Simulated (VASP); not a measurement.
# MnSb (P6_3/mmc) in VASP: notebook

Aim: see how the results for MnSb move with the level of theory and the settings. Levels: LDA, PBE. Tasks: single point.

Program: VASP 6.6.1. These are calculated values, not measurements. Logs are shortened: lines on timing, memory, paths and dates and some standing lists are left out, and cuts for length are marked.

### 1 The cell of the first run

Symmetry: P6_3/mmc, No. 194, hexagonal system. The conventional cell has a = 4.150 Å, b = 4.150 Å, c = 5.780 Å, α = 90.00°, β = 90.00°, γ = 120.00°. Within 3.8 Å of Sb (site symmetry -6m2) lie 6 Mn at 2.80 Å and 6 Sb at 3.75 Å. Mn (site symmetry -3m) has 6 Sb at 2.80 Å and 2 Mn at 2.89 Å within 3.7 Å.

### 2 Single point, LDA, collinear spin, ferromagnetic start

The input, INCAR:

```
SYSTEM = MnSb
PREC     = Accurate       ! precision mode
ENCUT    = 680            ! plane-wave cutoff, eV
EDIFF    = 1E-6           ! SCF threshold, eV
ISMEAR   = -1             ! smearing method
SIGMA    = 0.05           ! smearing width, eV
LREAL    = .False.        ! projectors in reciprocal space
LASPH    = .True.         ! aspherical terms in the spheres
NELM     = 200            ! most SCF steps
ALGO     = Normal         ! electronic algorithm
ISIF     = 2              ! what is computed and relaxed
LWAVE    = .False.        ! write WAVECAR
LCHARG   = .False.        ! write CHGCAR
ISPIN    = 2              ! spin polarisation
MAGMOM   = 0 0 4 4        ! initial moments
LORBIT   = 11             ! projections on sites
LMAXMIX  = 4              ! l up to which the mixer works
NBANDS   = 42             ! bands
GGA_COMPAT= .False.
```

The input, KPOINTS:

```
regular mesh
0
Gamma
  7 7 5
  0 0 0
```

The input, POSCAR:

```
MnSb
1.0
    4.1500000000      0.0000000000      0.0000000000
   -2.0750000000      3.5940054257      0.0000000000
    0.0000000000      0.0000000000      5.7800000000
Sb Mn
2 2
Direct
    0.6666666667      0.3333333333      0.7500000000
    0.3333333333      0.6666666667      0.2500000000
    0.0000000000      0.0000000000      0.5000000000
    0.0000000000      0.0000000000      0.0000000000
```

Potentials or basis: VASP PAW LDA potentials, release 64 (Sb_d_GW, Mn_sv).

The run is started by

```sh
$ cat potpaw_LDA.64/Sb_d_GW/POTCAR potpaw_LDA.64/Mn_sv/POTCAR > POTCAR
$ mpirun -np 1 vasp_std > vasp.out
```

OUTCAR:

```text
SYSTEM = MnSb
   PREC = Accurate
   ENCUT = 680
   EDIFF = 1E-6
   ISMEAR = -1
   LREAL = .False.
   LASPH = .True.
   NELM = 200
   ISIF = 2
   ISPIN = 2
   LORBIT = 11

 ion  position               nearest neighbor table
   1  0.667  0.333  0.750-   3 2.80   4 2.80   3 2.80   4 2.80   3 2.80   4 2.80
   2  0.333  0.667  0.250-   3 2.80   4 2.80   3 2.80   4 2.80   3 2.80   4 2.80
   3  0.000  0.000  0.500-   1 2.80   2 2.80   2 2.80   1 2.80   1 2.80   2 2.80
   4  0.000  0.000  0.000-   1 2.80   2 2.80   2 2.80   1 2.80   1 2.80   2 2.80

  LATTYP: Found a hexagonal cell.
 ALAT       =     4.1500000000
 C/A-ratio  =     1.3927710843

  Lattice vectors:

 A1 = (   4.1500000000,   0.0000000000,   0.0000000000)
 A2 = (  -2.0750000000,   3.5940054257,   0.0000000000)
 A3 = (   0.0000000000,   0.0000000000,   5.7800000000)

Analysis of symmetry for initial positions (statically):
=====================================================================
 Subroutine PRICEL returns:
 Original cell was already a primitive cell.

 Routine SETGRP: Setting up the symmetry group for a
 hexagonal supercell.

 Subroutine GETGRP returns: Found 24 space group operations
 (whereof 12 operations were pure point group operations)
 out of a pool of 24 trial point group operations.

The static configuration has the point symmetry D_3d.
 The point group associated with its full space group is D_6h.

Analysis of symmetry for dynamics (positions and initial velocities):
=====================================================================
 Subroutine PRICEL returns:
 Original cell was already a primitive cell.

 Routine SETGRP: Setting up the symmetry group for a
 hexagonal supercell.

 Subroutine GETGRP returns: Found 24 space group operations
 (whereof 12 operations were pure point group operations)
 out of a pool of 24 trial point group operations.

The dynamic configuration has the point symmetry D_3d.
 The point group associated with its full space group is D_6h.

Analysis of structural, dynamic, and magnetic symmetry:
=====================================================================
 Subroutine PRICEL returns:
 Original cell was already a primitive cell.

 Routine SETGRP: Setting up the symmetry group for a
 hexagonal supercell.

 Subroutine GETGRP returns: Found 24 space group operations
 (whereof 12 operations were pure point group operations)
 out of a pool of 24 trial point group operations.

The overall configuration has the point symmetry D_3d.
 The point group associated with its full space group is D_6h.

 Subroutine INISYM returns: Found 24 space group operations
 (whereof 12 operations are pure point group operations),
 and found     1 'primitive' translations

----------------------------------------------------------------------------------------

                                     Primitive cell

  volume of cell :      86.2094

  direct lattice vectors                    reciprocal lattice vectors
     4.150000000  0.000000000  0.000000000     0.240963855  0.139120547  0.000000000
    -2.075000000  3.594005426  0.000000000     0.000000000  0.278241094  0.000000000
     0.000000000  0.000000000  5.780000000     0.000000000  0.000000000  0.173010381

  length of vectors
     4.150000000  4.150000000  5.780000000     0.278241094  0.278241094  0.173010381

  position of ions in fractional coordinates (direct lattice)
     0.666666667  0.333333333  0.750000000
     0.333333333  0.666666667  0.250000000
     0.000000000  0.000000000  0.500000000
     0.000000000  0.000000000  0.000000000

  ion indices of the primitive-cell ions
   primitive index   ion index
                 1           1
                 2           2
                 3           3
                 4           4

----------------------------------------------------------------------------------------

 KPOINTS: regular mesh

Automatic generation of k-mesh.
 Grid dimensions read from file:
 generate k-points for:    7    7    5

 Generating k-lattice:

  Cartesian coordinates                     Fractional coordinates (reciprocal lattice)
     0.034423408  0.019874364  0.000000000     0.142857143  0.000000000  0.000000000
     0.000000000  0.039748728  0.000000000     0.000000000  0.142857143  0.000000000
     0.000000000  0.000000000  0.034602076     0.000000000  0.000000000  0.200000000

  Length of vectors
     0.039748728  0.039748728  0.034602076

  Shift w.r.t. Gamma in fractional coordinates (k-lattice)
     0.000000000  0.000000000  0.000000000

 Subroutine IBZKPT returns following result:
 ===========================================

 Found     24 irreducible k-points:

 Following reciprocal coordinates:
            Coordinates               Weight
  0.000000  0.000000  0.000000      1.000000
  0.142857  0.000000  0.000000      6.000000
  0.285714  0.000000  0.000000      6.000000
  0.428571 -0.000000  0.000000      6.000000
  0.142857  0.142857  0.000000      6.000000
  0.285714  0.142857  0.000000     12.000000
[... 16 lines left out ...]
  0.428571  0.142857  0.400000     12.000000
  0.285714  0.285714  0.400000     12.000000
   k-points           NKPTS =     24   k-points in BZ     NKDIM =     24   number of bands    NBANDS=     42
   number of dos      NEDOS =    301   number of ions     NIONS =      4
   total plane-waves  NPLWV =  64800
   dimension x,y,z NGX =    36 NGY =   36 NGZ =   50
   dimension x,y,z NGXF=    72 NGYF=   72 NGZF=  100
   ions per type =               2   2
   NGX,Y,Z   is equivalent  to a cutoff of  14.42, 14.42, 14.38 a.u.
   NGXF,Y,Z  is equivalent  to a cutoff of  28.84, 28.84, 28.76 a.u.
 SYSTEM =  MnSb
   PREC   = accura    normal or accurate (medium, high low for compatibility)
   ISTART =      0    job   : 0-new  1-cont  2-samecut
   ICHARG =      2    charge: 1-file 2-atom 10-const
   ISPIN  =      2    spin polarized calculation?
   LNONCOLLINEAR =      F non collinear calculations
   LSORBIT =      F    spin-orbit coupling
   LASPH  =      T    aspherical Exc in radial PAW
   ENCUT  =  680.0 eV  49.98 Ry    7.07 a.u.   8.82  8.82 12.29*2*pi/ulx,y,z
   NELM   =    200;   NELMIN=  2; NELMDL= -5     # of ELM steps
   EDIFF  = 0.1E-05   stopping-criterion for ELM
   LREAL  =      F    real-space projection
   EDIFFG = 0.1E-04   stopping-criterion for IOM
   NSW    =      0    number of steps for IOM
   IBRION =     -1    ionic relax: 0-MD 1-quasi-New 2-CG
   NFREE  =      0    steps in history (QN), initial steepest desc. (CG)
   ISIF   =      2    stress and relaxation
   ISYM   =      2    0-nonsym 1-usesym 2-fastsym
   POTIM  = 0.5000    time-step for ionic-motion
   TEBEG  =    0.0;   TEEND  =   0.0 temperature during run
   PSTRESS=    0.0 pullay stress
   NELECT =      60.0000    total number of electrons
   NUPDOWN=      -1.0000    fix difference up-down
   EMIN   =  10.00;   EMAX   =-10.00  energy-range for DOS
   EFERMI =   0.00;   METHOD = LEGACY
   ISMEAR =    -1;   SIGMA  =   0.05  broadening in eV -4-tet -1-fermi 0-gaus
   EFERMI_NEDOS =   21; number of points for ismear=-14 and -15
   IALGO  =     38    algorithm
   IMIX   =      4    mixing-type and parameters
     AMIX     =   0.40;   BMIX     =  1.00
     AMIX_MAG =   1.60;   BMIX_MAG =  1.00
  volume/ion in A,a.u.               =      21.55       145.44
  Fermi-wavevector in a.u.,A,eV,Ry     =   1.450798  2.741611 28.637755  2.104816
  Thomas-Fermi vector in A             =   2.568369
   LORBIT       =     11    0 simple, 1 ext, 2 COOP (PROOUT), +10 PAW based schemes
   GGA     = CA    functional components
   LHFCALC =     F    Hartree Fock is set to
   AEXX    =    0.0000 exact exchange contribution
   IVDW    =     0    specifies the selected vdW correction
   LEPSILON=     F    determine dielectric tensor
   LRPA    =     F    only Hartree local field effects (RPA)
 spin polarized calculation
  energy-cutoff  :      680.00
  volume of cell :       86.21
 maximum number of plane-waves:      3493
 NGX is ok and might be reduce to    36
   NGX = 17   NGY = 17   NGZ = 25

 number of electron      59.9999978 magnetization       6.3953600

 Free energy of the ion-electron system (eV)
  ---------------------------------------------------
  ext. energy  EPLUGINS =         0.00000000
  ---------------------------------------------------
  free energy    TOTEN  =       -28.84023276 eV

  energy without entropy =      -28.81878882  energy(sigma->0) =      -28.82951079

 E-fermi :   6.8489     XC(G=0): -11.1847

 val. band max:        6.8459886423   @ k =   0.2857   0.1429   0.4000
 cond. band min:       6.8678481280   @ k =   0.4286   0.1429   0.4000
 fundamental gap:      0.0218594857
 Fermi energy:         6.8489407696

 spin component 1

 k-point     1 :       0.0000    0.0000    0.0000
  band No.  band energies     occupation
      1     -73.0137      1.00000
      2     -73.0063      1.00000
      3     -42.3299      1.00000
      4     -42.3299      1.00000
      5     -42.3219      1.00000
      6     -42.3219      1.00000
[... 1069 lines left out ...]
     41      14.4990      0.00000
     42      15.2720      0.00000
 Fermi energy:         6.8489407696

 spin component 2

 k-point     1 :       0.0000    0.0000    0.0000
  band No.  band energies     occupation
      1     -69.8133      1.00000
      2     -69.8049      1.00000
      3     -39.1784      1.00000
      4     -39.1784      1.00000
      5     -39.1687      1.00000
      6     -39.1687      1.00000
[... 1069 lines left out ...]
     41      14.9171      0.00000
     42      15.2759      0.00000

------------------------ aborting loop because EDIFF is reached ----------------------------------------

  FORCE on cell =-STRESS in cart. coord.  units (eV):
  Direction    XX          YY          ZZ          XY          YZ          ZX
  --------------------------------------------------------------------------------------
  -------------------------------------------------------------------------------------
  Total       -5.9228354     -5.9228354     -6.5940241      0.0000000      0.0000000      0.0000000
  in kB     -110.0742108   -110.0742108   -122.5480623      0.0000000      0.0000000      0.0000000
  external PRESSURE =    -114.2321613 kB  Pullay stress =       0.0000000 kB

 VOLUME and BASIS-vectors are now :
 -----------------------------------------------------------------------------
  energy-cutoff  :      680.00
  volume of cell :       86.21
      direct lattice vectors                 reciprocal lattice vectors
     4.150000000  0.000000000  0.000000000     0.240963855  0.139120547  0.000000000
    -2.075000000  3.594005426  0.000000000     0.000000000  0.278241094  0.000000000
     0.000000000  0.000000000  5.780000000     0.000000000  0.000000000  0.173010381

 POSITION                                       TOTAL-FORCE (eV/Angst)
 -----------------------------------------------------------------------------------
      2.07500      1.19800      4.33500        -0.000000     -0.000000      0.000000
     -0.00000      2.39600      1.44500         0.000000      0.000000      0.000000
      0.00000      0.00000      2.89000        -0.000000     -0.000000      0.000000
      0.00000      0.00000      0.00000        -0.000000     -0.000000      0.000000
 -----------------------------------------------------------------------------------
    total drift:                               -0.000000     -0.000000     -0.000000

  FREE ENERGIE OF THE ION-ELECTRON SYSTEM (eV)
  ---------------------------------------------------
  free  energy   TOTEN  =       -28.8402327617 eV

  energy  without entropy=      -28.8187888179  energy(sigma->0) =      -28.82951079

 total charge

# of ion       s       p       d       f       tot
--------------------------------------------------
    1        1.258   1.485  10.010   0.013  12.765
    2        1.258   1.485  10.010   0.013  12.765
    3        2.162   6.017   4.720   0.000  12.900
    4        2.162   6.017   4.720   0.000  12.900
--------------------------------------------------
tot          6.840  15.003  29.460   0.026  51.329

 magnetization (x)

# of ion       s       p       d       f       tot
--------------------------------------------------
    1        0.014  -0.140   0.013   0.005  -0.108
    2        0.014  -0.140   0.013   0.005  -0.108
    3        0.021   0.010   3.013   0.000   3.044
    4        0.021   0.010   3.013   0.000   3.044
--------------------------------------------------
tot          0.070  -0.258   6.051   0.010   5.872
```

Wall time 8.4 min (1 thread of AMD EPYC 7R13 (Zen 3), shared host); peak memory 0.32 GiB.

Results:

```yaml
Free_energy: -28.8402 eV
Pressure: -11.4 GPa
Net_moment: 6.40 μB per cell
Site_moments: Sb -0.11; Mn +3.04 μB
Valence_electrons_inside_the_program's_atomic_spheres: Sb 12.77; Mn 12.90
```

Stress tensor (GPa, compression positive):
```
-11.01   0.00   0.00
  0.00 -11.01   0.00
  0.00   0.00 -12.25
```

Caveat: the cell stands under tension; spin-orbit coupling is left out, which moves the levels of the heavy elements; the run started ferromagnetic, and an antiferromagnetic order may lie lower in energy.

### 3 Single point, PBE, collinear spin, ferromagnetic start

The input, INCAR:

```
PREC = Accurate ; ENCUT = 680
EDIFF = 1E-6 ; ISMEAR = -1
SIGMA = 0.05 ; LREAL = F
LASPH = T ; NELM = 200
ALGO = Normal ; ISIF = 2
LWAVE = F ; LCHARG = F
ISPIN = 2 ; MAGMOM = 0 0 8 8
LORBIT = 11 ; NUPDOWN = 16.0
LMAXMIX = 4 ; GGA = PE
NBANDS = 42 ; GGA_COMPAT = F
```

The input, KPOINTS:

```
Automatic mesh
0
Gamma
  6 6 4
```

POSCAR is that of step 2.

Potentials or basis: VASP PAW PBE potentials, release 64 (Sb_d_GW, Mn_sv).

The run is started by

```sh
$ cat potpaw_PBE.64/Sb_d_GW/POTCAR potpaw_PBE.64/Mn_sv/POTCAR > POTCAR
$ mpirun -np 1 vasp_std > vasp.out
```

Run time: 4.5 min. Hardware: 1 thread of Intel Xeon Platinum 8375C at 2.90GHz (Ice Lake), shared host; peak memory 0.4 GiB.

It converged, with:

- Free energy: -10.1693 eV
- Pressure: 42.7 GPa
- Net moment: 16.00 μB per cell
- Site moments: Sb +1.16; Mn +4.57 μB
- Valence electrons inside the program's atomic spheres: Sb 12.88; Mn 12.81

Stress tensor (GPa, compression positive):
```
42.53  0.00  0.00
 0.00 42.53  0.00
 0.00  0.00 43.17
```

Caveat: the cell stands under pressure; spin-orbit coupling is left out, which moves the levels of the heavy elements; the total moment is fixed, so each spin has its own Fermi level and the state may be an excited one; the run started ferromagnetic, and an antiferromagnetic order may lie lower in energy.
